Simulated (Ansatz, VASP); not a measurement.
**NaH: VASP beside Ansatz**

```
Na H
1.0
     3.89238    0.00000    0.00000
    -1.94619    3.37090    0.00000
     0.00000    0.00000    4.77687
Na H
2 2
Direct
  0.33333 0.66667 0.25000
  0.66667 0.33333 0.75000
  0.66667 0.33333 0.25000
  0.33333 0.66667 0.75000
```

Alike in both runs: task single point; functional PBE; k mesh 6 × 6 × 4; no spin polarisation.

|  | VASP | Ansatz |
| --- | --- | --- |
| version | VASP 6.6.1 | Ansatz 0.2.0 |
| potentials or method | VASP PAW PBE potentials, release 64 (Na_pv, H) | plane waves, PAW |
| plane-wave cutoff (eV) | 520 | 420 |
| occupations | gaussian, width 0.01 eV | fixed |
| valence electrons in the cell | 16 | 20 |

```csv
,VASP,Ansatz,Ansatz less VASP
gap on the k mesh at the Fermi level (eV),3.36,3.35,-0.001
pressure (GPa),1.3,1.3,+0.02
```

VASP's potentials hold 16 valence electrons a cell and Ansatz's 20, so a difference there can come from the potentials and not from the codes.
